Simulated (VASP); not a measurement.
# MgO (Imm2) in VASP: notebook, part 2 of 2

VASP 6.6.1. The steps go on from the part before.

## 3. Single point, PBE (atom 2 (O) moved by (-0.300, +0.000) A along [1 1 0] and z)

Contents of INCAR:

```
PREC = Accurate ; ENCUT = 520
EDIFF = 1E-6 ; ISMEAR = 0
SIGMA = 0.05 ; LREAL = False
LASPH = True ; NELM = 60
ALGO = Normal ; ISIF = 2
LWAVE = False ; LCHARG = False
GGA = PE ; NBANDS = 11
```

Contents of KPOINTS:

```
Automatic mesh
0
Gamma
  10 10 10
```

Contents of POSCAR:

```
MgO
1.0
    0.0000000000      2.1351500000      2.1351500000
    2.1351500000      0.0000000000      2.1351500000
    2.1351500000      2.1351500000      0.0000000000
Mg O
1 1
Direct
    0.0000000000      0.0000000000      0.0000000000
    0.5000000000      0.5000000000      0.4006477136
```

Potentials or basis: VASP PAW PBE potentials, release 64 (Mg, O).

On the command line:

```bash
$ cat potpaw_PBE.64/Mg/POTCAR potpaw_PBE.64/O/POTCAR > POTCAR
$ mpirun -np 1 vasp_std > vasp.out
```

OUTCAR:

```text
PREC = Accurate
   ENCUT = 520
   EDIFF = 1E-6
   ISMEAR = 0
   LREAL = False
   LASPH = True
   NELM = 60
   ISIF = 2
   GGA = PE

 ion  position               nearest neighbor table
   1  0.000  0.000  0.000-   2 1.93   2 1.93   2 2.16   2 2.16   2 2.36   2 2.36
   2  0.500  0.500  0.401-   1 1.93   1 1.93   1 2.16   1 2.16   1 2.36   1 2.36

  LATTYP: Found a face centered cubic cell.
 ALAT       =     4.2703000000

  Lattice vectors:

 A1 = (   0.0000000000,   2.1351500000,   2.1351500000)
 A2 = (   2.1351500000,   0.0000000000,   2.1351500000)
 A3 = (   2.1351500000,   2.1351500000,   0.0000000000)

Analysis of symmetry for initial positions (statically):
=====================================================================
 Subroutine PRICEL returns:
 Original cell was already a primitive cell.

 Routine SETGRP: Setting up the symmetry group for a
 face centered cubic supercell.

 Subroutine GETGRP returns: Found  4 space group operations
 (whereof  4 operations were pure point group operations)
 out of a pool of 48 trial point group operations.

The static configuration has the point symmetry C_2v.

Analysis of symmetry for dynamics (positions and initial velocities):
=====================================================================
 Subroutine PRICEL returns:
 Original cell was already a primitive cell.

 Routine SETGRP: Setting up the symmetry group for a
 face centered cubic supercell.

 Subroutine GETGRP returns: Found  4 space group operations
 (whereof  4 operations were pure point group operations)
 out of a pool of 48 trial point group operations.

The dynamic configuration has the point symmetry C_2v.

 Subroutine INISYM returns: Found  4 space group operations
 (whereof  4 operations are pure point group operations),
 and found     1 'primitive' translations

----------------------------------------------------------------------------------------

                                     Primitive cell

  volume of cell :      19.4677
[... 111 lines left out ...]
  Fermi-wavevector in a.u.,A,eV,Ry     =   1.217119  2.300022 20.155386  1.481379
  Thomas-Fermi vector in A             =   2.352450
   LORBIT       =      0    0 simple, 1 ext, 2 COOP (PROOUT), +10 PAW based schemes
   GGA     = PE    functional components
   LHFCALC =     F    Hartree Fock is set to
   AEXX    =    0.0000 exact exchange contribution
   IVDW    =     0    specifies the selected vdW correction
   LEPSILON=     F    determine dielectric tensor
   LRPA    =     F    only Hartree local field effects (RPA)
 non-spin polarized calculation
 Gauss-broadening in eV      SIGMA  =   0.05
  energy-cutoff  :      520.00
  volume of cell :       19.47
 maximum number of plane-waves:       544
   NGX = 11   NGY = 11   NGZ = 11

 number of electron       8.0000001 magnetization

 Free energy of the ion-electron system (eV)
  ---------------------------------------------------
  ext. energy  EPLUGINS =         0.00000000
  ---------------------------------------------------
  free energy    TOTEN  =       -11.69207324 eV

  energy without entropy =      -11.69207324  energy(sigma->0) =      -11.69207324

 E-fermi :   3.0834     XC(G=0): -10.8526

 val. band max:        2.8214571175   @ k =   0.0000   0.0000   0.0000
 cond. band min:       7.1300298171   @ k =   0.0000   0.0000   0.0000
 fundamental gap:      4.3085726996
 Fermi energy:         3.0833960190

 k-point     1 :       0.0000    0.0000    0.0000
  band No.  band energies     occupation
      1     -14.2170      2.00000
      2       2.6847      2.00000
      3       2.8164      2.00000
      4       2.8215      2.00000
      5       7.1300      0.00000
      6      18.4240      0.00000
      7      18.7841      0.00000
      8      18.9286      0.00000
      9      22.0500      0.00000
     10      24.0827      0.00000
     11      24.1464      0.00000
[... 309 lines left out ...]
 k-point    24 :       0.1000    0.0000    0.4000
  band No.  band energies     occupation
      1     -13.2319      2.00000
      2      -0.8953      2.00000
      3       1.9997      2.00000
      4       2.2124      2.00000
      5      10.7782      0.00000
      6      14.5576      0.00000
      7      17.9060      0.00000
      8      19.4867      0.00000
      9      22.6146      0.00000
     10      24.6530      0.00000
     11      25.4554      0.00000

 [... further k-points ...]
[... 5 lines left out ...]
  --------------------------------------------------------------------------------------
  -------------------------------------------------------------------------------------
  Total        1.1918175      1.1918175     -0.4724835     -0.3229548      0.0000000      0.0000000
  in kB       98.0855787     98.0855787    -38.8849999    -26.5789097      0.0000000      0.0000000
  external PRESSURE =      52.4287191 kB  Pullay stress =       0.0000000 kB

 VOLUME and BASIS-vectors are now :
 -----------------------------------------------------------------------------
  energy-cutoff  :      520.00
  volume of cell :       19.47
      direct lattice vectors                 reciprocal lattice vectors
     0.000000000  2.135150000  2.135150000    -0.234175585  0.234175585  0.234175585
     2.135150000  0.000000000  2.135150000     0.234175585 -0.234175585  0.234175585
     2.135150000  2.135150000  0.000000000     0.234175585  0.234175585 -0.234175585

 POSITION                                       TOTAL-FORCE (eV/Angst)
 -----------------------------------------------------------------------------------
      0.00000      0.00000      0.00000        -1.091760     -1.091760      0.000000
      1.92302      1.92302      2.13515         1.091760      1.091760      0.000000
 -----------------------------------------------------------------------------------
    total drift:                                0.000684      0.000684     -0.000000

  FREE ENERGIE OF THE ION-ELECTRON SYSTEM (eV)
  ---------------------------------------------------
  free  energy   TOTEN  =       -11.6920732370 eV

  energy  without entropy=      -11.6920732370  energy(sigma->0) =      -11.69207324
```

OSZICAR:

```text
N       E                     dE             d eps       ncg     rms          rms(c)
DAV:   1     0.139113745467E+02    0.13911E+02   -0.45681E+03  4306   0.644E+02
DAV:   2    -0.127969557771E+02   -0.26708E+02   -0.26102E+02  4291   0.135E+02
DAV:   3    -0.133877906493E+02   -0.59083E+00   -0.59047E+00  4575   0.177E+01
DAV:   4    -0.133893016110E+02   -0.15110E-02   -0.15109E-02  4137   0.101E+00
DAV:   5    -0.133893067619E+02   -0.51509E-05   -0.51508E-05  4422   0.575E-02    0.750E+00
DAV:   6    -0.117154661682E+02    0.16738E+01   -0.97964E+00  4083   0.170E+01    0.233E+00
DAV:   7    -0.116994478297E+02    0.16018E-01   -0.66869E-02  4188   0.223E+00    0.139E+00
DAV:   8    -0.116926395584E+02    0.68083E-02   -0.33628E-02  3954   0.203E+00    0.266E-01
DAV:   9    -0.116919848085E+02    0.65475E-03   -0.21924E-03  4380   0.335E-01    0.878E-02
DAV:  10    -0.116920698173E+02   -0.85009E-04   -0.21262E-04  4200   0.119E-01    0.156E-02
DAV:  11    -0.116920727249E+02   -0.29076E-05   -0.12691E-05  4455   0.290E-02    0.134E-02
DAV:  12    -0.116920732370E+02   -0.51202E-06   -0.71531E-06  4056   0.203E-02
   1 F= -.11692073E+02 E0= -.11692073E+02  d E =-.497907E-16
```

stdout:

```text
POSCAR found type information on POSCAR MgO
 POSCAR found :  2 types and       2 ions
 scaLAPACK will be used
 LDA part: xc-table for (Slater+PW92), standard interpolation
 POSCAR, INCAR and KPOINTS ok, starting setup
 FFT: planning ... GRIDC
 FFT: planning ... GRID_SOFT
 FFT: planning ... GRID
 WAVECAR not read
 entering main loop
```

Run time: 33 s. Hardware: 1 thread of AMD EPYC 7R43 (Zen 3), shared host; peak memory 0.13 GiB.

What came out:

```
Free energy            : -11.6921 eV
Pressure               : 5.2 GPa
Largest force          : 1.544 eV/Å
Band gap on the k mesh : 4.31 eV, direct
```

Forces on the atoms (eV/Å):
```
Mg  -1.092 -1.092  0.000
O    1.092  1.092  0.000
```

Caveat: the cell differs from its parent crystal (atom 2 (O) moved by (-0.300, +0.000) A along [1 1 0] and z); forces of over 1 eV/Å act on the atoms, so gaps and moduli don't describe the material at rest.
